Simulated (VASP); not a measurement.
# VH2 (I4/mmm) in VASP: further runs, part 2 of 2

VASP 6.6.1.

## (3) Single point, r2SCAN (biaxial strain in the a-b plane: +3.0 %)

The input, POSCAR:

```
VH2
1.0
    2.1565669915      2.1565669915      0.0000000000
   -2.1565669915      2.1565669915      0.0000000000
    0.0000000000      0.0000000000      4.1121335643
V H
2 4
Direct
    0.0000000000      0.0000000000      0.0000000000
    0.5000000000      0.5000000000      0.5000000000
    0.0000000000      0.5000000000      0.7500000000
    0.5000000000      0.0000000000      0.7500000000
    0.5000000000      0.0000000000      0.2500000000
    0.0000000000      0.5000000000      0.2500000000
```

The input, INCAR.step1:

```
PREC = Accurate ; ENCUT = 520
ISMEAR = 0 ; SIGMA = 0.1
LREAL = False ; LASPH = True
NELM = 80 ; NBANDS = 24
GGA = PE ; ALGO = Normal
EDIFF = 1E-4 ; LWAVE = True
LCHARG = False
```

The input, INCAR.step2:

```
PREC = Accurate ; ENCUT = 520
EDIFF = 1E-6 ; ISMEAR = 0
SIGMA = 0.1 ; LREAL = False
LASPH = True ; NELM = 80
ALGO = Normal ; ISIF = 2
LWAVE = False ; LCHARG = False
METAGGA = R2SCAN ; LMIXTAU = True
NBANDS = 24 ; ISTART = 1
```

The input, KPOINTS:

```
regular mesh
0
Gamma
  12 12 8
```

Potentials or basis: VASP PAW PBE potentials, release 64 (V_sv, H).

The run is started by

```sh
> cat potpaw_PBE.64/V_sv/POTCAR potpaw_PBE.64/H/POTCAR > POTCAR
> cp INCAR.step1 INCAR
> mpirun -np 1 vasp_std > vasp.out
> cp INCAR.step2 INCAR
> mpirun -np 1 vasp_std > vasp.out
```

OUTCAR:

```text
PREC = Accurate
   ENCUT = 520
   EDIFF = 1E-6
   ISMEAR = 0
   LREAL = False
   LASPH = True
   NELM = 80
   ISIF = 2
   METAGGA = R2SCAN
   ISTART = 1

 ion  position               nearest neighbor table
   1  0.000  0.000  0.000-   3 1.84   4 1.84   5 1.84   6 1.84   3 1.84   6 1.84   4 1.84   5 1.84

   2  0.500  0.500  0.500-   3 1.84   4 1.84   5 1.84   6 1.84   4 1.84   5 1.84   3 1.84   6 1.84

   3  0.000  0.500  0.750-   1 1.84   2 1.84   1 1.84   2 1.84
   4  0.500  0.000  0.750-   1 1.84   2 1.84   2 1.84   1 1.84
   5  0.500  0.000  0.250-   1 1.84   2 1.84   2 1.84   1 1.84
   6  0.000  0.500  0.250-   1 1.84   2 1.84   1 1.84   2 1.84

  LATTYP: Found a simple tetragonal cell.
 ALAT       =     3.0498462875
 C/A-ratio  =     1.3483084643

  Lattice vectors:

 A1 = (   2.1565669915,   2.1565669915,   0.0000000000)
 A2 = (  -2.1565669915,   2.1565669915,   0.0000000000)
 A3 = (   0.0000000000,   0.0000000000,   4.1121335643)

Analysis of symmetry for initial positions (statically):
=====================================================================
 Subroutine PRICEL returns following result:

  LATTYP: Found a body centered tetragonal cell.
 ALAT       =     3.0498462875
 C/A-ratio  =     1.3483084643

  Lattice vectors:

 A1 = (   0.0000000000,  -2.1565669915,  -2.0560667822)
 A2 = (   0.0000000000,   2.1565669915,  -2.0560667821)
 A3 = (   2.1565669915,   0.0000000000,   2.0560667822)

   2 primitive cells build up your supercell.

 Routine SETGRP: Setting up the symmetry group for a
 simple tetragonal supercell.

 Subroutine GETGRP returns: Found 16 space group operations
 (whereof 16 operations were pure point group operations)
 out of a pool of 16 trial point group operations.

The static configuration has the point symmetry D_4h.

Analysis of symmetry for dynamics (positions and initial velocities):
=====================================================================
 Subroutine PRICEL returns following result:

[... 143 lines left out ...]
  Fermi-wavevector in a.u.,A,eV,Ry     =   1.509759  2.853030 31.012730  2.279371
  Thomas-Fermi vector in A             =   2.620038
   LORBIT       =      0    0 simple, 1 ext, 2 COOP (PROOUT), +10 PAW based schemes
   METAGGA = R2SCAN    functional components
   LHFCALC =     F    Hartree Fock is set to
   AEXX    =    0.0000 exact exchange contribution
   IVDW    =     0    specifies the selected vdW correction
   LEPSILON=     F    determine dielectric tensor
   LRPA    =     F    only Hartree local field effects (RPA)
 non-spin polarized calculation
 Gauss-broadening in eV      SIGMA  =   0.10
  energy-cutoff  :      520.00
  volume of cell :       38.25
 maximum number of plane-waves:      1044
 NGX is ok and might be reduce to    24
   NGX = 11   NGY = 11   NGZ = 15

 number of electron      29.9999997 magnetization

 Free energy of the ion-electron system (eV)
  ---------------------------------------------------
  ext. energy  EPLUGINS =         0.00000000
  ---------------------------------------------------
  free energy    TOTEN  =       -43.42277374 eV

  energy without entropy =      -43.40758749  energy(sigma->0) =      -43.41518061

 E-fermi :   8.3897     XC(G=0): -13.1115

 val. band max:        8.3893282162   @ k =   0.3333   0.1667   0.2500
 cond. band min:       8.3942134074   @ k =   0.2500   0.1667   0.3750
 fundamental gap:      0.0048851912
 Fermi energy:         8.3897060771

 k-point     1 :       0.0000    0.0000    0.0000
  band No.  band energies     occupation
      1     -58.8963      2.00000
      2     -58.8196      2.00000
      3     -31.8052      2.00000
      4     -31.6016      2.00000
      5     -31.6016      2.00000
      6     -31.4616      2.00000
[... 637 lines left out ...]
     23      15.4557      0.00000
     24      16.3919      0.00000

 [... further k-points ...]

------------------------ aborting loop because EDIFF is reached ----------------------------------------

  FORCE on cell =-STRESS in cart. coord.  units (eV):
  Direction    XX          YY          ZZ          XY          YZ          ZX
  --------------------------------------------------------------------------------------
  -------------------------------------------------------------------------------------
  Total       -2.2323362     -2.2323362     -0.2711885      0.0000000      0.0000000      0.0000000
  in kB      -93.5076360    -93.5076360    -11.3594881      0.0000000      0.0000000      0.0000000
  external PRESSURE =     -66.1249200 kB  Pullay stress =       0.0000000 kB

 VOLUME and BASIS-vectors are now :
 -----------------------------------------------------------------------------
  energy-cutoff  :      520.00
  volume of cell :       38.25
      direct lattice vectors                 reciprocal lattice vectors
     2.156566992  2.156566992  0.000000000     0.231849974  0.231849974  0.000000000
    -2.156566992  2.156566992  0.000000000    -0.231849974  0.231849974  0.000000000
     0.000000000  0.000000000  4.112133564     0.000000000  0.000000000  0.243182763

 POSITION                                       TOTAL-FORCE (eV/Angst)
 -----------------------------------------------------------------------------------
      0.00000      0.00000      0.00000         0.000000      0.000000      0.000000
      0.00000      2.15657      2.05607         0.000000     -0.000000     -0.000000
     -1.07828      1.07828      3.08410        -0.000000      0.000000      0.000000
      1.07828      1.07828      3.08410        -0.000000     -0.000000      0.000000
      1.07828      1.07828      1.02803        -0.000000      0.000000      0.000000
     -1.07828      1.07828      1.02803        -0.000000      0.000000      0.000000
 -----------------------------------------------------------------------------------
    total drift:                               -0.000000      0.000000     -0.000000

  FREE ENERGIE OF THE ION-ELECTRON SYSTEM (eV)
  ---------------------------------------------------
  free  energy   TOTEN  =       -43.4227737415 eV

  energy  without entropy=      -43.4075874884  energy(sigma->0) =      -43.41518061
```

It took 5.9 min on 1 thread of Intel Xeon 8259CL, shared host; peak memory 0.24 GiB.

What came out:

| Property | Result |
| --- | --- |
| Free energy | -43.4228 eV |
| Pressure | -6.6 GPa |
| Band gap on the k mesh | zero (bands 15 and 16 overlap by 2.35 eV) |

Caveat: the cell differs from its parent crystal (biaxial strain in the a-b plane: +3.0 %); the stress differs along the axes, from -9 to -1 GPa; the PAW data sets were made with another functional, which shifts forces and pressure a little.
